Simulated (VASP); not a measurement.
# Y2Si3O (P6/mmm) in VASP: notebook

Runs on Y2Si3O. Level: PBE. Tasks: single point, relaxation of cell and atoms.

Everything below comes from runs of VASP 6.6.1. Logs are shortened: lines on timing, memory, paths and dates and some standing lists are left out, and cuts for length are marked.

**1. The cell of the first run**

It takes space group P6/mmm (No. 191, hexagonal). Conventional cell: a = 5.049 Å, b = 5.049 Å, c = 5.106 Å, α = 90.00°, β = 90.00°, γ = 120.00°. Within 3.8 Å of Y (site symmetry -6m2) lie 3 Y at 2.91 Å and 6 Si at 2.94 Å. Within 3.3 Å of Si (site symmetry mmm) lie 2 O at 2.52 Å and 4 Si at 2.52 Å and 4 Y at 2.94 Å. Within 3.3 Å of O (site symmetry 6/mmm) lie 6 Si at 2.52 Å.

**2. Single point, PBE**

Contents of INCAR:

```
ALGO = Normal
EDIFF = 1E-6
ENCUT = 520
GGA = PE
ISIF = 2
ISMEAR = 0
LASPH = True
LCHARG = False
LREAL = False
LWAVE = False
NBANDS = 29
NELM = 60
PREC = Accurate
SIGMA = 0.1
```

Contents of KPOINTS:

```
k-points
0
Gamma
  6 6 4
```

Contents of POSCAR:

```
Y2Si3O
1.0
    5.0487230700      0.0000000000      0.0000000000
   -2.5243615400      4.3723224400      0.0000000000
    0.0000000000      0.0000000000      5.1061805200
Y Si O
2 3 1
Direct
    0.3333333300      0.6666666700      0.5000000000
    0.6666666700      0.3333333300      0.5000000000
    0.5000000000      0.0000000000      0.0000000000
    0.0000000000      0.5000000000      0.0000000000
    0.5000000000      0.5000000000      0.0000000000
    0.0000000000      0.0000000000      0.0000000000
```

Potentials or basis: VASP PAW PBE potentials, release 64 (Y_sv, Si, O).

Launch:

```sh
$ cat potpaw_PBE.64/Y_sv/POTCAR potpaw_PBE.64/Si/POTCAR potpaw_PBE.64/O/POTCAR > POTCAR
$ mpirun -np 1 vasp_std > vasp.out
```

OUTCAR:

```text
EDIFF = 1E-6
   ENCUT = 520
   GGA = PE
   ISIF = 2
   ISMEAR = 0
   LASPH = True
   LREAL = False
   NELM = 60
   PREC = Accurate

 ion  position               nearest neighbor table
   1  0.333  0.667  0.500-   2 2.91   2 2.91   2 2.91   4 2.94   4 2.94   3 2.94   3 2.94   5 2.94
                             5 2.94
   2  0.667  0.333  0.500-   1 2.91   1 2.91   1 2.91   4 2.94   4 2.94   3 2.94   3 2.94   5 2.94
                             5 2.94
   3  0.500  0.000  0.000-   6 2.52   6 2.52   4 2.52   4 2.52   5 2.52   5 2.52   2 2.94   2 2.94
                             1 2.94   1 2.94
   4  0.000  0.500  0.000-   5 2.52   5 2.52   3 2.52   3 2.52   6 2.52   6 2.52   2 2.94   2 2.94
                             1 2.94   1 2.94
   5  0.500  0.500  0.000-   4 2.52   4 2.52   6 2.52   6 2.52   3 2.52   3 2.52   2 2.94   2 2.94
                             1 2.94   1 2.94
   6  0.000  0.000  0.000-   3 2.52   3 2.52   5 2.52   5 2.52   4 2.52   4 2.52

  LATTYP: Found a hexagonal cell.
 ALAT       =     5.0487230700
 C/A-ratio  =     1.0113805905

  Lattice vectors:

 A1 = (   5.0487230700,   0.0000000000,   0.0000000000)
 A2 = (  -2.5243615400,   4.3723224400,   0.0000000000)
 A3 = (   0.0000000000,   0.0000000000,   5.1061805200)

Analysis of symmetry for initial positions (statically):
=====================================================================
 Subroutine PRICEL returns:
 Original cell was already a primitive cell.

 Routine SETGRP: Setting up the symmetry group for a
 hexagonal supercell.

 Subroutine GETGRP returns: Found 24 space group operations
 (whereof 24 operations were pure point group operations)
 out of a pool of 24 trial point group operations.

The static configuration has the point symmetry D_6h.

Analysis of symmetry for dynamics (positions and initial velocities):
=====================================================================
 Subroutine PRICEL returns:
 Original cell was already a primitive cell.

 Routine SETGRP: Setting up the symmetry group for a
 hexagonal supercell.

 Subroutine GETGRP returns: Found 24 space group operations
 (whereof 24 operations were pure point group operations)
 out of a pool of 24 trial point group operations.

The dynamic configuration has the point symmetry D_6h.

 Subroutine INISYM returns: Found 24 space group operations
[... 101 lines left out ...]
   EDIFF  = 0.1E-05   stopping-criterion for ELM
   LREAL  =      F    real-space projection
   EDIFFG = 0.1E-04   stopping-criterion for IOM
   NSW    =      0    number of steps for IOM
   IBRION =     -1    ionic relax: 0-MD 1-quasi-New 2-CG
   NFREE  =      0    steps in history (QN), initial steepest desc. (CG)
   ISIF   =      2    stress and relaxation
   ISYM   =      2    0-nonsym 1-usesym 2-fastsym
   POTIM  = 0.5000    time-step for ionic-motion
   TEBEG  =    0.0;   TEEND  =   0.0 temperature during run
   PSTRESS=    0.0 pullay stress
   NELECT =      40.0000    total number of electrons
   NUPDOWN=      -1.0000    fix difference up-down
   EMIN   =  10.00;   EMAX   =-10.00  energy-range for DOS
   EFERMI =   0.00;   METHOD = LEGACY
   ISMEAR =     0;   SIGMA  =   0.10  broadening in eV -4-tet -1-fermi 0-gaus
   EFERMI_NEDOS =   21; number of points for ismear=-14 and -15
   IALGO  =     38    algorithm
   IMIX   =      4    mixing-type and parameters
     AMIX     =   0.40;   BMIX     =  1.00
     AMIX_MAG =   1.60;   BMIX_MAG =  1.00
  volume/ion in A,a.u.               =      18.79       126.78
  Fermi-wavevector in a.u.,A,eV,Ry     =   1.159039  2.190267 18.277690  1.343372
  Thomas-Fermi vector in A             =   2.295636
   LORBIT       =      0    0 simple, 1 ext, 2 COOP (PROOUT), +10 PAW based schemes
   GGA     = PE    functional components
   LHFCALC =     F    Hartree Fock is set to
   AEXX    =    0.0000 exact exchange contribution
   IVDW    =     0    specifies the selected vdW correction
   LEPSILON=     F    determine dielectric tensor
   LRPA    =     F    only Hartree local field effects (RPA)
 non-spin polarized calculation
 Gauss-broadening in eV      SIGMA  =   0.10
  energy-cutoff  :      520.00
  volume of cell :      112.72
 maximum number of plane-waves:      3055
 NGX is ok and might be reduce to    40
   NGX = 19   NGY = 19   NGZ = 19

 number of electron      40.0000007 magnetization

 Free energy of the ion-electron system (eV)
  ---------------------------------------------------
  ext. energy  EPLUGINS =         0.00000000
  ---------------------------------------------------
  free energy    TOTEN  =       -32.85271570 eV

  energy without entropy =      -32.83729131  energy(sigma->0) =      -32.84500350

 E-fermi :   5.3871     XC(G=0): -10.2012

 val. band max:        5.3509076496   @ k =   0.3333   0.1667   0.0000
 cond. band min:       5.4039483859   @ k =   0.1667   0.1667   0.5000
 fundamental gap:      0.0530407362
 Fermi energy:         5.3870793321

 k-point     1 :       0.0000    0.0000    0.0000
  band No.  band energies     occupation
      1     -36.9239      2.00000
      2     -36.5776      2.00000
      3     -17.5507      2.00000
      4     -17.5507      2.00000
      5     -16.9341      2.00000
      6     -16.5391      2.00000
[... 661 lines left out ...]
     28       8.6978      0.00000
     29       9.2673      0.00000

------------------------ aborting loop because EDIFF is reached ----------------------------------------

  FORCE on cell =-STRESS in cart. coord.  units (eV):
  Direction    XX          YY          ZZ          XY          YZ          ZX
  --------------------------------------------------------------------------------------
  -------------------------------------------------------------------------------------
  Total        8.3567383      8.3567383     -0.6255606     -0.0000000     -0.0000000      0.0000000
  in kB      118.7838747    118.7838749     -8.8918087     -0.0000001     -0.0000000      0.0000000
  external PRESSURE =      76.2253136 kB  Pullay stress =       0.0000000 kB

 VOLUME and BASIS-vectors are now :
 -----------------------------------------------------------------------------
  energy-cutoff  :      520.00
  volume of cell :      112.72
      direct lattice vectors                 reciprocal lattice vectors
     5.048723070  0.000000000  0.000000000     0.198069885  0.114355702  0.000000000
    -2.524361540  4.372322440  0.000000000     0.000000000  0.228711403  0.000000000
     0.000000000  0.000000000  5.106180520     0.000000000  0.000000000  0.195841098

 POSITION                                       TOTAL-FORCE (eV/Angst)
 -----------------------------------------------------------------------------------
     -0.00000      2.91488      2.55309        -0.000000      0.000000      0.000000
      2.52436      1.45744      2.55309         0.000000      0.000000      0.000000
      2.52436      0.00000      0.00000         0.000000      0.000000      0.000000
     -1.26218      2.18616      0.00000         0.000000      0.000000      0.000000
      1.26218      2.18616      0.00000         0.000000      0.000000      0.000000
      0.00000      0.00000      0.00000         0.000000      0.000000      0.000000
 -----------------------------------------------------------------------------------
    total drift:                                0.000000     -0.000000      0.000000

  FREE ENERGIE OF THE ION-ELECTRON SYSTEM (eV)
  ---------------------------------------------------
  free  energy   TOTEN  =       -32.8527156968 eV

  energy  without entropy=      -32.8372913101  energy(sigma->0) =      -32.84500350
```

OSZICAR:

```text
N       E                     dE             d eps       ncg     rms          rms(c)
DAV:   1     0.173895092955E+03    0.17390E+03   -0.18746E+04  1218   0.128E+03
DAV:   2    -0.192044048958E+02   -0.19310E+03   -0.18602E+03  1429   0.286E+02
DAV:   3    -0.344705986585E+02   -0.15266E+02   -0.14879E+02  2039   0.543E+01
DAV:   4    -0.352876928689E+02   -0.81709E+00   -0.80945E+00  1724   0.114E+01
DAV:   5    -0.353079676986E+02   -0.20275E-01   -0.20258E-01  1761   0.170E+00    0.378E+01
DAV:   6    -0.348418973913E+02    0.46607E+00   -0.27218E+01  1485   0.193E+01    0.365E+01
DAV:   7    -0.331745689598E+02    0.16673E+01   -0.29317E+01  1551   0.122E+01    0.219E+01
DAV:   8    -0.328828825974E+02    0.29169E+00   -0.24026E+00  1856   0.661E+00    0.220E+00
DAV:   9    -0.328524434279E+02    0.30439E-01   -0.30071E-01  1516   0.218E+00    0.119E+00
DAV:  10    -0.328537888783E+02   -0.13455E-02   -0.53677E-02  1417   0.115E+00    0.400E-01
DAV:  11    -0.328527060142E+02    0.10829E-02   -0.62996E-03  1603   0.372E-01    0.128E-01
DAV:  12    -0.328527173317E+02   -0.11317E-04   -0.50692E-04  1457   0.132E-01    0.423E-02
DAV:  13    -0.328527160368E+02    0.12949E-05   -0.30684E-05  1840   0.264E-02    0.148E-02
DAV:  14    -0.328527156968E+02    0.33996E-06   -0.42991E-06  1260   0.110E-02
   1 F= -.32852716E+02 E0= -.32845004E+02  d E =-.154244E-01
```

stdout:

```text
POSCAR found type information on POSCAR Y SiO
 POSCAR found :  3 types and       6 ions
 scaLAPACK will be used
 LDA part: xc-table for (Slater+PW92), standard interpolation
 POSCAR, INCAR and KPOINTS ok, starting setup
 FFT: planning ... GRIDC
 FFT: planning ... GRID_SOFT
 FFT: planning ... GRID
 WAVECAR not read
 entering main loop
```

Wall time 52 s (1 thread of Intel Xeon Platinum 8488C (Sapphire Rapids), shared host); peak memory 0.28 GiB.

What came out:

```yaml
Free_energy: -32.8527 eV
Pressure: 7.6 GPa
Band_gap_on_the_k_mesh: zero (band 20 reaches 5.95 eV, above the bottom of band 21 at 5.03 eV)
```

Stress tensor (GPa, compression positive):
```
11.88  0.00  0.00
 0.00 11.88  0.00
 0.00  0.00 -0.89
```

Levels at points of the mesh, in eV from the Fermi level:
```csv
k point,band 18,band 19,band 20,band 21,band 22,band 23
"(0.00, 0.00, 0.00)",-1.35,-1.35,-0.74,1.14,1.14,2.51
"(0.50, 0.00, 0.00)",-1.61,-0.90,-0.42,0.05,0.75,1.23
"(0.00, 0.00, 0.50)",-0.35,0.57,0.57,1.08,1.08,1.12
"(0.50, 0.00, 0.50)",-1.74,0.14,0.22,0.75,0.82,0.94
```

(Continued in part 2 of 2.)
